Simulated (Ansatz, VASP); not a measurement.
**Two plane-wave programs on BN**

POSCAR

```
BN
1.0
    0.0000000000      1.8130010000      1.8130010000
    1.8130010000      0.0000000000      1.8130010000
    1.8130010000      1.8130010000      0.0000000000
B N
1 1
Direct
    0.0000000000      0.0000000000      0.0000000000
    0.7672366149      0.7327633851      0.7672366149
```

INCAR.step1

```
SYSTEM = BN
ALGO = Normal ; EDIFF = 1E-4
ENCUT = 520 ; GGA = PE
ISMEAR = 0 ; LASPH = .TRUE.
LCHARG = .FALSE. ; LREAL = .FALSE.
LWAVE = .TRUE. ; NBANDS = 11
NELM = 80 ; PREC = Accurate
SIGMA = 0.05
```

File INCAR.step2:

```
SYSTEM = BN
ALGO = Normal ; EDIFF = 1E-7
ENCUT = 520 ; ISIF = 2
ISMEAR = 0 ; ISTART = 1
LASPH = .TRUE. ; LCHARG = .TRUE.
LELF = .TRUE. ; LMIXTAU = .TRUE.
LREAL = .FALSE. ; LVHAR = .TRUE.
LWAVE = .FALSE. ; METAGGA = R2SCAN
NBANDS = 11 ; NELM = 80
PREC = Accurate ; SIGMA = 0.05
```

File KPOINTS:

```
k-points
0
G
  12 12 12
  0 0 0
```

Input for Ansatz:

```yaml
crystal:
  lattice:
    - [0.0, 1.813001, 1.813001]
    - [1.813001, 0.0, 1.813001]
    - [1.813001, 1.813001, 0.0]
  atoms:
    - { symbol: B, position: [0.0, 0.0, 0.0] }
    - { symbol: "N", position: [0.7672366149, 0.7327633851, 0.7672366149] }
basis:
  ecutwfc: 500
kpoints:
  mp_grid: { grid: [12, 12, 12] }
hamiltonian:
  xc: r2scan
scf:
  occupations: { method: gaussian, width: 0.05 }
output:
  forces: true
  stress: true
  eigenvalues: true
```

Change from the starting cell: all N atoms moved +0.062 Å, as atom 2 along Cartesian [0 1 0].

Alike in both runs: task single point; functional r2SCAN; k mesh 12 × 12 × 12; occupations gaussian, width 0.05 eV; no spin polarisation.

|  | VASP | Ansatz |
| --- | --- | --- |
| version | VASP 6.6.1 | Ansatz 0.2.0 |
| potentials or method | VASP PAW PBE potentials, release 64 (B, N), cutoff 520 eV | scalar-relativistic, plane waves, PAW |
| valence electrons in the cell | 8 | 8 |

|  | VASP | Ansatz | Ansatz less VASP |
| --- | --- | --- | --- |
| gap on the k mesh at the Fermi level (eV) | 4.39 | 4.41 | +0.018 |
| least direct gap on the mesh (eV) | 8.59 | 8.62 | +0.023 |
| pressure (GPa) | -3.0 | -4.0 | -1.04 |
| traceless stress, the component that is largest in VASP (GPa) | 0.35 | 0.14 | -0.213 |
| rms of the force components (eV/Å) | 0.848 | 0.846 | -0.0018 |

VASP's potentials were made for PBE, not for r2SCAN. Atom by atom the forces differ by 0.002 eV/Å (rms over components).
